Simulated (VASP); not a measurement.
A run of VASP 6.6.1 is set up as follows.

File INCAR:

```
ALGO = Normal ; EDIFF = 1E-6
ENCUT = 840 ; GGA = PE
GGA_COMPAT = F ; ISIF = 2
ISMEAR = 0 ; LASPH = T
LCHARG = F ; LREAL = F
LWAVE = F ; NBANDS = 33
NELM = 120 ; PREC = Accurate
SIGMA = 0.01
```

Contents of KPOINTS:

```
k-points
0
Gamma
  4 4 8
```

Contents of POSCAR:

```
MgF2
1.0
    4.6975999650      0.0000000000      0.0000000000
    0.0000000000      4.6975999650      0.0000000000
    0.0000000000      0.0000000000      3.0930660779
Mg F
2 4
Direct
    0.0000000000      0.0000000000      0.0000000000
    0.5000000000      0.5000000000      0.5000000000
    0.3035644552      0.3035644552      0.0000000000
    0.1964355448      0.8035644552      0.5000000000
    0.6964355448      0.6964355448      0.0000000000
    0.8035644552      0.1964355448      0.5000000000
```

Potentials or basis: VASP PAW PBE potentials, release 64 (Mg_sv, F).

Launch:

```sh
$ cat potpaw_PBE.64/Mg_sv/POTCAR potpaw_PBE.64/F/POTCAR > POTCAR
$ mpirun -np 1 vasp_std > vasp.out
```

Question: What does it give for the pressure?

Answer: 0.0 GPa.

Question: What does it give for the largest force?

Answer: 0.008 eV/Å.

Stress tensor (GPa, compression positive):
```
-0.04  0.00  0.00
 0.00 -0.04  0.00
 0.00  0.00  0.10
```
